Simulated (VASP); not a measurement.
# Nd (Fd-3m) in VASP: single point with PBEsol

Aim: the single point of Nd with PBEsol.

Program: VASP 6.6.1. These are calculated values, not measurements. Logs are shortened: lines on timing, memory, paths and dates and some standing lists are left out, and cuts for length are marked.

**1. The cell of the first run**

The structure is cubic, space group Fd-3m (No. 227). The conventional cell has a = 5.662 Å, b = 5.662 Å, c = 5.662 Å, α = 90.00°, β = 90.00°, γ = 90.00°. Nd (site symmetry -43m) has 4 Nd at 2.45 Å within 3.2 Å.

**2. Single point, PBEsol**

The input, INCAR:

```
ALGO = Normal
EDIFF = 1E-6
ENCUT = 520
GGA = PS
ISIF = 2
ISMEAR = -1
LASPH = T
LCHARG = T
LELF = T
LREAL = F
LVHAR = T
LWAVE = F
NBANDS = 21
NELM = 60
PREC = Accurate
SIGMA = 0.13605693000000002
```

The input, KPOINTS:

```
k-points
0
Gamma
  8 8 8
```

The input, POSCAR:

```
Nd
1.0
    0.0000000000      2.8312402843      2.8312402843
    2.8312402843      0.0000000000      2.8312402843
    2.8312402843      2.8312402843      0.0000000000
Nd
2
Direct
    0.0000000000      0.0000000000      0.0000000000
    0.2500000000      0.2500000000      0.2500000000
```

Potentials or basis: VASP PAW PBE potentials, release 64 (Nd).

Command:

```sh
$ cat potpaw_PBE.64/Nd/POTCAR > POTCAR
$ mpirun -np 1 vasp_std > vasp.out
```

OUTCAR:

```text
EDIFF = 1E-6
   ENCUT = 520
   GGA = PS
   ISIF = 2
   ISMEAR = -1
   LASPH = T
   LREAL = F
   NELM = 60
   PREC = Accurate

 ion  position               nearest neighbor table
   1  0.000  0.000  0.000-   2 2.45   2 2.45   2 2.45   2 2.45
   2  0.250  0.250  0.250-   1 2.45   1 2.45   1 2.45   1 2.45

  LATTYP: Found a face centered cubic cell.
 ALAT       =     5.6624805686

  Lattice vectors:

 A1 = (   0.0000000000,   2.8312402843,   2.8312402843)
 A2 = (   2.8312402843,   0.0000000000,   2.8312402843)
 A3 = (   2.8312402843,   2.8312402843,   0.0000000000)

Analysis of symmetry for initial positions (statically):
=====================================================================
 Subroutine PRICEL returns:
 Original cell was already a primitive cell.

 Routine SETGRP: Setting up the symmetry group for a
 face centered cubic supercell.

 Subroutine GETGRP returns: Found 48 space group operations
 (whereof 24 operations were pure point group operations)
 out of a pool of 48 trial point group operations.

The static configuration has the point symmetry T_d .
 The point group associated with its full space group is O_h .

Analysis of symmetry for dynamics (positions and initial velocities):
=====================================================================
 Subroutine PRICEL returns:
 Original cell was already a primitive cell.

 Routine SETGRP: Setting up the symmetry group for a
 face centered cubic supercell.

 Subroutine GETGRP returns: Found 48 space group operations
 (whereof 24 operations were pure point group operations)
 out of a pool of 48 trial point group operations.

The dynamic configuration has the point symmetry T_d .
 The point group associated with its full space group is O_h .

 Subroutine INISYM returns: Found 48 space group operations
 (whereof 24 operations are pure point group operations),
 and found     1 'primitive' translations

----------------------------------------------------------------------------------------

                                     Primitive cell

  volume of cell :      45.3900

  direct lattice vectors                    reciprocal lattice vectors
     0.000000000  2.831240284  2.831240284    -0.176601048  0.176601048  0.176601048
     2.831240284  0.000000000  2.831240284     0.176601048 -0.176601048  0.176601048
     2.831240284  2.831240284  0.000000000     0.176601048  0.176601048 -0.176601048

  length of vectors
     4.003978408  4.003978408  4.003978408     0.305881987  0.305881987  0.305881987

  position of ions in fractional coordinates (direct lattice)
     0.000000000  0.000000000  0.000000000
     0.250000000  0.250000000  0.250000000

  ion indices of the primitive-cell ions
   primitive index   ion index
                 1           1
                 2           2

----------------------------------------------------------------------------------------

 KPOINTS: k-points

Automatic generation of k-mesh.
 Grid dimensions read from file:
 generate k-points for:    8    8    8

 Generating k-lattice:

  Cartesian coordinates                     Fractional coordinates (reciprocal lattice)
    -0.022075131  0.022075131  0.022075131     0.125000000  0.000000000  0.000000000
     0.022075131 -0.022075131  0.022075131     0.000000000  0.125000000  0.000000000
     0.022075131  0.022075131 -0.022075131     0.000000000  0.000000000  0.125000000

  Length of vectors
     0.038235248  0.038235248  0.038235248

  Shift w.r.t. Gamma in fractional coordinates (k-lattice)
     0.000000000  0.000000000  0.000000000

 Subroutine IBZKPT returns following result:
 ===========================================

 Found     29 irreducible k-points:

 Following reciprocal coordinates:
            Coordinates               Weight
  0.000000  0.000000  0.000000      1.000000
  0.125000  0.000000  0.000000      8.000000
  0.250000  0.000000  0.000000      8.000000
  0.375000  0.000000  0.000000      8.000000
  0.500000  0.000000  0.000000      4.000000
  0.125000  0.125000  0.000000      6.000000
[... 16 lines left out ...]
  0.500000  0.250000  0.125000     48.000000
 -0.375000  0.250000  0.125000     24.000000
 [... further k-points ...]
   k-points           NKPTS =     29   k-points in BZ     NKDIM =     29   number of bands    NBANDS=     21
   number of dos      NEDOS =    301   number of ions     NIONS =      2
   total plane-waves  NPLWV =  27000
   dimension x,y,z NGX =    30 NGY =   30 NGZ =   30
   dimension x,y,z NGXF=    60 NGYF=   60 NGZF=   60
   ions per type =               2
   NGX,Y,Z   is equivalent  to a cutoff of  12.46, 12.46, 12.46 a.u.
   NGXF,Y,Z  is equivalent  to a cutoff of  24.91, 24.91, 24.91 a.u.
 SYSTEM =  unknown system
   PREC   = accura    normal or accurate (medium, high low for compatibility)
   ISTART =      0    job   : 0-new  1-cont  2-samecut
   ICHARG =      2    charge: 1-file 2-atom 10-const
   ISPIN  =      1    spin polarized calculation?
   LNONCOLLINEAR =      F non collinear calculations
   LSORBIT =      F    spin-orbit coupling
   LASPH  =      T    aspherical Exc in radial PAW
   ENCUT  =  520.0 eV  38.22 Ry    6.18 a.u.   7.44  7.44  7.44*2*pi/ulx,y,z
   NELM   =     60;   NELMIN=  2; NELMDL= -5     # of ELM steps
   EDIFF  = 0.1E-05   stopping-criterion for ELM
   LREAL  =      F    real-space projection
   EDIFFG = 0.1E-04   stopping-criterion for IOM
   NSW    =      0    number of steps for IOM
   IBRION =     -1    ionic relax: 0-MD 1-quasi-New 2-CG
   NFREE  =      0    steps in history (QN), initial steepest desc. (CG)
   ISIF   =      2    stress and relaxation
   ISYM   =      2    0-nonsym 1-usesym 2-fastsym
   POTIM  = 0.5000    time-step for ionic-motion
   TEBEG  =    0.0;   TEEND  =   0.0 temperature during run
   PSTRESS=    0.0 pullay stress
   NELECT =      28.0000    total number of electrons
   NUPDOWN=      -1.0000    fix difference up-down
   EMIN   =  10.00;   EMAX   =-10.00  energy-range for DOS
   EFERMI =   0.00;   METHOD = LEGACY
   ISMEAR =    -1;   SIGMA  =   0.14  broadening in eV -4-tet -1-fermi 0-gaus
   EFERMI_NEDOS =   21; number of points for ismear=-14 and -15
   IALGO  =     38    algorithm
   IMIX   =      4    mixing-type and parameters
     AMIX     =   0.40;   BMIX     =  1.00
     AMIX_MAG =   1.60;   BMIX_MAG =  1.00
  volume/ion in A,a.u.               =      22.70       153.15
  Fermi-wavevector in a.u.,A,eV,Ry     =   1.393608  2.633538 26.424481  1.942145
  Thomas-Fermi vector in A             =   2.517238
   LORBIT       =      0    0 simple, 1 ext, 2 COOP (PROOUT), +10 PAW based schemes
   GGA     = PS    functional components
   LHFCALC =     F    Hartree Fock is set to
   AEXX    =    0.0000 exact exchange contribution
   IVDW    =     0    specifies the selected vdW correction
   LEPSILON=     F    determine dielectric tensor
   LRPA    =     F    only Hartree local field effects (RPA)
 non-spin polarized calculation
  energy-cutoff  :      520.00
  volume of cell :       45.39
 maximum number of plane-waves:      1243
 NGX is ok and might be reduce to    30
   NGX = 15   NGY = 15   NGZ = 15

 number of electron      28.0000003 magnetization

 Free energy of the ion-electron system (eV)
  ---------------------------------------------------
  ext. energy  EPLUGINS =         0.00000000
  ---------------------------------------------------
  free energy    TOTEN  =       -12.29214452 eV

  energy without entropy =      -11.68394415  energy(sigma->0) =      -11.98804434

 E-fermi :   6.4544     XC(G=0): -11.7925

 val. band max:        6.4513220434   @ k =  -0.2500   0.2500   0.0000
 cond. band min:       6.4555559548   @ k =   0.2500   0.1250   0.0000
 fundamental gap:      0.0042339114
 Fermi energy:         6.4544280395

 k-point     1 :       0.0000    0.0000    0.0000
  band No.  band energies     occupation
      1     -31.8447      2.00000
      2     -27.8023      2.00000
      3     -13.4133      2.00000
      4     -13.4133      2.00000
      5     -13.4133      2.00000
      6      -9.7293      2.00000
[... 13 lines left out ...]
     20       7.7174      0.00019
     21       7.7180      0.00019

 k-point     2 :       0.1250    0.0000    0.0000
  band No.  band energies     occupation
      1     -31.7542      2.00000
      2     -27.9560      2.00000
      3     -13.5090      2.00000
      4     -13.5090      2.00000
      5     -13.4075      2.00000
      6      -9.6000      2.00000
[... 13 lines left out ...]
     20       7.6621      0.00028
     21       7.6623      0.00028

 k-point     3 :       0.2500    0.0000    0.0000
  band No.  band energies     occupation
      1     -31.5042      2.00000
      2     -28.3542      2.00000
      3     -13.7153      2.00000
      4     -13.7153      2.00000
      5     -13.4260      2.00000
      6      -9.2442      2.00000
[... 13 lines left out ...]
     20       7.5993      0.00044
     21       7.5997      0.00044

 k-point     4 :       0.3750    0.0000    0.0000
  band No.  band energies     occupation
      1     -31.1811      2.00000
      2     -28.8200      2.00000
      3     -13.8956      2.00000
      4     -13.8956      2.00000
      5     -13.4799      2.00000
      6      -8.9343      2.00000
[... 13 lines left out ...]
     20       7.5620      0.00058
     21       7.7113      0.00019

 k-point     5 :       0.5000    0.0000    0.0000
  band No.  band energies     occupation
      1     -31.0060      2.00000
      2     -29.0527      2.00000
      3     -13.9645      2.00000
      4     -13.9645      2.00000
      5     -13.5097      2.00000
      6      -8.8119      2.00000
[... 13 lines left out ...]
     20       7.5465      0.00065
     21       7.8127      0.00009
[... 382 lines left out ...]
     20       7.4063      0.00183
     21       7.8476      0.00007

 k-point    22 :       0.3750    0.2500    0.1250
  band No.  band energies     occupation
      1     -31.2747      2.00000
      2     -28.6891      2.00000
      3     -14.2293      2.00000
      4     -13.9618      2.00000
      5     -12.7150      2.00000
      6      -9.9284      2.00000
[... 13 lines left out ...]
     20       7.4861      0.00102
     21       7.6880      0.00023

 k-point    23 :       0.5000    0.2500    0.1250
  band No.  band energies     occupation
      1     -30.9430      2.00000
      2     -29.1315      2.00000
      3     -14.4918      2.00000
      4     -14.1217      2.00000
      5     -12.4671      2.00000
      6      -9.8540      2.00000
[... 13 lines left out ...]
     20       7.4487      0.00134
     21       7.6557      0.00029

 k-point    24 :      -0.3750    0.2500    0.1250
  band No.  band energies     occupation
      1     -30.7485      2.00000
      2     -29.3707      2.00000
      3     -14.5846      2.00000
      4     -14.1947      2.00000
      5     -12.3767      2.00000
      6      -9.7911      2.00000
[... 13 lines left out ...]
     20       7.4836      0.00104
     21       7.7194      0.00018

 [... further k-points ...]
[... 5 lines left out ...]
  --------------------------------------------------------------------------------------
  -------------------------------------------------------------------------------------
  Total        0.2253947      0.2253947      0.2253947     -0.0000000     -0.0000000      0.0000000
  in kB        7.9559887      7.9559887      7.9559887     -0.0000000     -0.0000000      0.0000000
  external PRESSURE =       7.9559887 kB  Pullay stress =       0.0000000 kB

 VOLUME and BASIS-vectors are now :
 -----------------------------------------------------------------------------
  energy-cutoff  :      520.00
  volume of cell :       45.39
      direct lattice vectors                 reciprocal lattice vectors
     0.000000000  2.831240284  2.831240284    -0.176601048  0.176601048  0.176601048
     2.831240284  0.000000000  2.831240284     0.176601048 -0.176601048  0.176601048
     2.831240284  2.831240284  0.000000000     0.176601048  0.176601048 -0.176601048

 POSITION                                       TOTAL-FORCE (eV/Angst)
 -----------------------------------------------------------------------------------
      0.00000      0.00000      0.00000         0.000000      0.000000      0.000000
      1.41562      1.41562      1.41562        -0.000000     -0.000000     -0.000000
 -----------------------------------------------------------------------------------
    total drift:                                0.000000     -0.000000      0.000000

  FREE ENERGIE OF THE ION-ELECTRON SYSTEM (eV)
  ---------------------------------------------------
  free  energy   TOTEN  =       -12.2921445190 eV

  energy  without entropy=      -11.6839441536  energy(sigma->0) =      -11.98804434
```

Wall time 53 s (1 thread of Intel Xeon Platinum 8488C (Sapphire Rapids), shared host); peak memory 0.18 GiB.

Results:

```yaml
Free_energy: -12.2921 eV
Pressure: 0.8 GPa
Band_gap_on_the_k_mesh: zero (band 14 reaches 6.47 eV, above the bottom of band 15 at 6.40 eV)
```

Levels at points of the mesh, in eV from the Fermi level:
| k point | band 10 | band 11 | band 12 | band 13 | band 14 | band 15 | band 16 | band 17 | band 18 | band 19 |
| --- | --- | --- | --- | --- | --- | --- | --- | --- | --- | --- |
| (0.00, 0.00, 0.00) | -0.49 | -0.49 | -0.03 | -0.03 | -0.03 | 0.01 | 0.01 | 0.01 | 0.48 | 1.26 |
| (0.50, 0.00, 0.00) | -0.90 | -0.90 | -0.69 | -0.44 | -0.44 | 0.06 | 0.46 | 0.92 | 0.92 | 1.09 |
| (0.50, 0.50, 0.00) | -2.03 | -0.72 | -0.72 | -0.23 | -0.23 | 0.19 | 0.19 | 0.48 | 0.48 | 0.95 |

Caveat: the PAW data sets were made with another functional, which shifts forces and pressure a little; spin-orbit coupling is left out, which moves the levels of the heavy elements.
